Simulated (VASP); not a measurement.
# Ti (Pm-3m) in VASP: relaxation of cell and atoms with r2SCAN

Aim: the relaxation of cell and atoms of Ti with r2SCAN.

Everything below comes from runs of VASP 6.6.1. Logs are shortened: lines on timing, memory, paths and dates and some standing lists are left out, and cuts for length are marked.

**1. The cell of the first run**

Symmetry: Pm-3m, No. 221, cubic system. Conventional cell: a = 2.672 Å, b = 2.672 Å, c = 2.672 Å, α = 90.00°, β = 90.00°, γ = 90.00°. Ti (site symmetry m-3m) has 6 Ti at 2.67 Å within 3.5 Å.

This isn't the form of Ti at room conditions, which is hcp.

**2. Relaxation of cell and atoms, r2SCAN, collinear spin**

File POSCAR:

```
Ti
1.0
    2.6717143674      0.0000000000      0.0000000000
    0.0000000000      2.6717143674      0.0000000000
    0.0000000000      0.0000000000      2.6717143674
Ti
1
Direct
    0.0000000000      0.0000000000      0.0000000000
```

File INCAR.step1:

```
PREC     = Accurate       # precision mode
ENCUT    = 600            # plane-wave cutoff, eV
ISMEAR   = -1             # smearing method
SIGMA    = 0.05           # smearing width, eV
LREAL    = False          # projectors in reciprocal space
LASPH    = True           # aspherical terms in the spheres
NELM     = 150            # most SCF steps
ISPIN    = 2              # spin polarisation
MAGMOM   = 1              # initial moments
LMAXMIX  = 4              # l up to which the mixer works
GGA      = PE             # functional
ALGO     = Normal         # electronic algorithm
EDIFF    = 1E-4           # SCF threshold, eV
LWAVE    = True           # write WAVECAR
LCHARG   = False          # write CHGCAR
```

File INCAR.step2:

```
PREC     = Accurate       # precision mode
ENCUT    = 600            # plane-wave cutoff, eV
EDIFF    = 1E-6           # SCF threshold, eV
ISMEAR   = -1             # smearing method
SIGMA    = 0.05           # smearing width, eV
LREAL    = False          # projectors in reciprocal space
LASPH    = True           # aspherical terms in the spheres
NELM     = 150            # most SCF steps
ALGO     = Normal         # electronic algorithm
ISIF     = 3              # what is computed and relaxed
LWAVE    = False          # write WAVECAR
LCHARG   = False          # write CHGCAR
ISPIN    = 2              # spin polarisation
MAGMOM   = 1              # initial moments
LORBIT   = 11             # projections on sites
LMAXMIX  = 4              # l up to which the mixer works
METAGGA  = R2SCAN         # meta-GGA
LMIXTAU  = True         
IBRION   = 2              # ionic algorithm
NSW      = 80             # ionic steps
EDIFFG   = -0.01          # ionic threshold
ISTART   = 1
```

File KPOINTS:

```
Automatic mesh
0
Gamma
  12 12 12
```

Potentials or basis: VASP PAW PBE potentials, release 64 (Ti_sv).

Command:

```console
cat potpaw_PBE.64/Ti_sv/POTCAR > POTCAR
cp INCAR.step1 INCAR
mpirun -np 1 vasp_std > vasp.out
cp INCAR.step2 INCAR
mpirun -np 1 vasp_std > vasp.out
```

OUTCAR:

```text
PREC = Accurate
   ENCUT = 600
   EDIFF = 1E-6
   ISMEAR = -1
   LREAL = False
   LASPH = True
   NELM = 150
   ISIF = 3
   ISPIN = 2
   LORBIT = 11
   METAGGA = R2SCAN
   IBRION = 2
   NSW = 80
   EDIFFG = -0.01
   ISTART = 1

 ion  position               nearest neighbor table
   1  0.000  0.000  0.000-

  LATTYP: Found a simple cubic cell.
 ALAT       =     2.6717143674

  Lattice vectors:

 A1 = (   2.6717143674,   0.0000000000,   0.0000000000)
 A2 = (   0.0000000000,   2.6717143674,   0.0000000000)
 A3 = (   0.0000000000,   0.0000000000,   2.6717143674)

Analysis of symmetry for initial positions (statically):
=====================================================================
 Subroutine PRICEL returns:
 Original cell was already a primitive cell.

 Routine SETGRP: Setting up the symmetry group for a
 simple cubic supercell.

 Subroutine GETGRP returns: Found 48 space group operations
 (whereof 48 operations were pure point group operations)
 out of a pool of 48 trial point group operations.

The static configuration has the point symmetry O_h .

Analysis of symmetry for dynamics (positions and initial velocities):
=====================================================================
 Subroutine PRICEL returns:
 Original cell was already a primitive cell.

 Routine SETGRP: Setting up the symmetry group for a
 simple cubic supercell.

 Subroutine GETGRP returns: Found 48 space group operations
 (whereof 48 operations were pure point group operations)
 out of a pool of 48 trial point group operations.

The dynamic configuration has the point symmetry O_h .

Analysis of structural, dynamic, and magnetic symmetry:
=====================================================================
 Subroutine PRICEL returns:
 Original cell was already a primitive cell.

 Routine SETGRP: Setting up the symmetry group for a
 simple cubic supercell.

 Subroutine GETGRP returns: Found 48 space group operations
 (whereof 48 operations were pure point group operations)
 out of a pool of 48 trial point group operations.

The overall configuration has the point symmetry O_h .

 Subroutine INISYM returns: Found 48 space group operations
 (whereof 48 operations are pure point group operations),
 and found     1 'primitive' translations

----------------------------------------------------------------------------------------

[... 121 lines left out ...]
 conjugate gradient relaxation of ions
 spin polarized calculation
  energy-cutoff  :      600.00
  volume of cell :       19.07
 maximum number of plane-waves:       655
 NGX is ok and might be reduce to    24
   NGX = 11   NGY = 11   NGZ = 11

--------------------------------------- Ionic step        1  -------------------------------------------

 number of electron      11.9999996 magnetization       0.0016735

 number of electron      11.9999996 magnetization      -0.0007491

 Free energy of the ion-electron system (eV)
  ---------------------------------------------------
  ext. energy  EPLUGINS =         0.00000000
  ---------------------------------------------------
  free energy    TOTEN  =       -12.03017593 eV

  energy without entropy =      -12.01097495  energy(sigma->0) =      -12.02057544

------------------------ aborting loop because EDIFF is reached ----------------------------------------

  FORCE on cell =-STRESS in cart. coord.  units (eV):
  Direction    XX          YY          ZZ          XY          YZ          ZX
  --------------------------------------------------------------------------------------
  -------------------------------------------------------------------------------------
  Total       -0.3711943     -0.3711943     -0.3711943     -0.0000000     -0.0000000      0.0000000
  in kB      -31.1847200    -31.1847200    -31.1847200     -0.0000000     -0.0000000      0.0000000
  external PRESSURE =     -31.1847200 kB  Pullay stress =       0.0000000 kB
[... 88 lines left out ...]
  FREE ENERGIE OF THE ION-ELECTRON SYSTEM (eV)
  ---------------------------------------------------
  free  energy   TOTEN  =       -12.0377370793 eV

  energy  without entropy=      -12.0183839498  energy(sigma->0) =      -12.02806051

[... ionic steps 4 to 11 ...]

--------------------------------------- Ionic step       12  -------------------------------------------

 number of electron      11.9999997 magnetization       0.0017416

------------------------ aborting loop because EDIFF is reached ----------------------------------------
[... 67 lines left out ...]
--------------------------------------- Ionic step       14  -------------------------------------------

 number of electron      11.9999997 magnetization       0.0008935

 Free energy of the ion-electron system (eV)
  ---------------------------------------------------
  ext. energy  EPLUGINS =         0.00000000
  ---------------------------------------------------
  free energy    TOTEN  =       -12.03773768 eV

  energy without entropy =      -12.01839069  energy(sigma->0) =      -12.02806419

 E-fermi :   7.6678     XC(G=0): -12.0110

 val. band max:        7.6674367499   @ k =   0.4167   0.1667   0.0000
 cond. band min:       7.6688450034   @ k =   0.4167   0.1667   0.0000
 fundamental gap:      0.0014082536
 Fermi energy:         7.6677776418

 spin component 1

 k-point     1 :       0.0000    0.0000    0.0000
  band No.  band energies     occupation
      1     -51.2472      1.00000
      2     -25.9796      1.00000
      3     -25.9796      1.00000
      4     -25.9796      1.00000
      5       1.5454      1.00000
      6       6.2234      1.00000
      7       6.2234      1.00000
      8      11.9037      0.00000
      9      11.9037      0.00000
     10      11.9037      0.00000
     11      24.2579      0.00000
[... 310 lines left out ...]
  band No.  band energies     occupation
      1     -51.0276      1.00000
      2     -26.7354      1.00000
      3     -26.5568      1.00000
      4     -25.8485      1.00000
      5       5.3103      1.00000
      6       7.1215      0.99998
      7       9.9137      0.00000
      8      10.4006      0.00000
      9      10.7693      0.00000
     10      11.3536      0.00000
     11      15.4545      0.00000

 [... further k-points ...]

 spin component 2

 k-point     1 :       0.0000    0.0000    0.0000
  band No.  band energies     occupation
      1     -51.2464      1.00000
      2     -25.9789      1.00000
      3     -25.9789      1.00000
      4     -25.9789      1.00000
      5       1.5460      1.00000
      6       6.2250      1.00000
      7       6.2250      1.00000
      8      11.9041      0.00000
      9      11.9041      0.00000
     10      11.9041      0.00000
     11      24.2583      0.00000
[... 350 lines left out ...]
  FREE ENERGIE OF THE ION-ELECTRON SYSTEM (eV)
  ---------------------------------------------------
  free  energy   TOTEN  =       -12.0377376830 eV

  energy  without entropy=      -12.0183906948  energy(sigma->0) =      -12.02806419

 reached required accuracy - stopping structural energy minimisation

 total charge

# of ion       s       p       d       tot
------------------------------------------
    1        2.245   6.080   2.027  10.353

 magnetization (x)

# of ion       s       p       d       tot
------------------------------------------
    1        0.000   0.000   0.001   0.001
```

OUTCAR.step1:

```text
PREC = Accurate
   ENCUT = 600
   ISMEAR = -1
   LREAL = False
   LASPH = True
   NELM = 150
[... 908 lines left out ...]
 POSITION                                       TOTAL-FORCE (eV/Angst)
 -----------------------------------------------------------------------------------
      0.00000      0.00000      0.00000         0.000000      0.000000      0.000000
 -----------------------------------------------------------------------------------
    total drift:                                0.000000      0.000000      0.000000

  FREE ENERGIE OF THE ION-ELECTRON SYSTEM (eV)
  ---------------------------------------------------
  free  energy   TOTEN  =        -7.0001986406 eV

  energy  without entropy=       -6.9817173828  energy(sigma->0) =       -6.99095801
```

Wall time 11 min (1 thread of AMD EPYC 9R45 (Zen 5), shared host); peak memory 0.16 GiB.

What came out:

- Free energy: -12.0377 eV
- Relaxed volume: 18.32 Å³/atom
- Relaxed cell: a = 2.636 Å, b = 2.636 Å, c = 2.636 Å, α = 90.00°, β = 90.00°, γ = 90.00°
- Space group after relaxing (to 0.1 Å): Pm-3m (No. 221)
- Energy gained by relaxing: 7.6 meV/atom
- Ionic steps: 14
- Pressure after relaxing: -0.1 GPa
- Band gap on the k mesh: zero (filled and empty bands overlap)
- Net moment: 0.00 μB per cell
- Valence electrons inside the program's atomic spheres: Ti 10.35

The path:
| step | energy change (eV) | largest force (eV/Å) | pressure (GPa) | volume (Å³) |
| --- | --- | --- | --- | --- |
| 1 | 0.0000 | 0.0000 | -3.12 | 19.07 |
| 2 | -0.0067 | 0.0000 | 1.15 | 18.06 |
| 3 | -0.0076 | 0.0000 | 0.53 | 18.31 |
| 4 | -0.0074 | 0.0000 | -0.44 | 18.42 |
| 5 | -0.0075 | 0.0000 | -0.30 | 18.37 |
| 6 | -0.0076 | 0.0000 | -0.15 | 18.34 |
| 7 | -0.0076 | 0.0000 | -0.17 | 18.34 |
| 8 | -0.0076 | 0.0000 | -0.16 | 18.33 |
| 9 | -0.0076 | 0.0000 | -0.15 | 18.33 |
| 10 | -0.0076 | 0.0000 | -0.14 | 18.33 |
| 11 | -0.0076 | 0.0000 | -0.13 | 18.33 |
| 12 | -0.0076 | 0.0000 | -0.11 | 18.33 |
| 13 | -0.0076 | 0.0000 | -0.13 | 18.33 |
| 14 | -0.0076 | 0.0000 | -0.05 | 18.32 |

Final structure:
```
Ti
1.0
     2.63622    0.00000    0.00000
     0.00000    2.63622    0.00000
     0.00000    0.00000    2.63622
Ti
1
Direct
  0.00000 0.00000 0.00000
```

Caveat: the PAW data sets were made with another functional, which shifts forces and pressure a little.
